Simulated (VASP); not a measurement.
Here is a VASP 6.6.1 calculation.

File INCAR:

```
SYSTEM = BeRhS3
  PREC = Accurate
  ENCUT = 600
  EDIFF = 1E-6
  ISMEAR = 0
  SIGMA = 0.1
  LREAL = .False.
  LASPH = .True.
  NELM = 80
  ALGO = Normal
  ISIF = 3
  LWAVE = .False.
  LCHARG = .False.
  GGA = PE
  IBRION = 2
  NSW = 100
  EDIFFG = -0.01
```

File KPOINTS:

```
regular mesh
0
Gamma
  12 12 10
  0 0 0
```

The input POSCAR:

```
BeRhS3
1.0
    5.1467254773      0.0000000000      0.0000000000
   -2.5733627386      4.4571950096      0.0000000000
    0.0000000000      0.0000000000      4.2536230884
Be Rh S
1 1 3
Direct
    0.0000000000      0.0000000000      0.5000000000
    0.0000000000      0.0000000000      0.0000000000
    0.5000000000      0.0000000000      0.0000000000
    0.0000000000      0.5000000000      0.0000000000
    0.5000000000      0.5000000000      0.0000000000
```

Potentials or basis: VASP PAW PBE potentials, release 64 (Be, Rh_pv, S).

Launch:

```console
$ cat potpaw_PBE.64/Be/POTCAR potpaw_PBE.64/Rh_pv/POTCAR potpaw_PBE.64/S/POTCAR > POTCAR
$ mpirun -np 1 vasp_std > vasp.out
```

Problem. Predict the relaxed cell.

Solution. a = 5.135 Å, b = 5.135 Å, c = 4.262 Å, α = 90.00°, β = 90.00°, γ = 120.00°.

Problem. What does it give for the relaxed volume?

Solution. 19.47 Å³/atom.

The path:
```tsv
step	energy change (eV)	largest force (eV/Å)	pressure (GPa)	volume (Å³)
1	0.0000	0.0000	-0.30	97.58
2	-0.0008	0.0000	0.27	97.06
3	-0.0010	0.0000	0.08	97.22
4	-0.0010	0.0000	0.03	97.33
```

Caveat: an odd number of electrons without spin polarisation forces a metal; a magnetic or distorted state may lie lower.
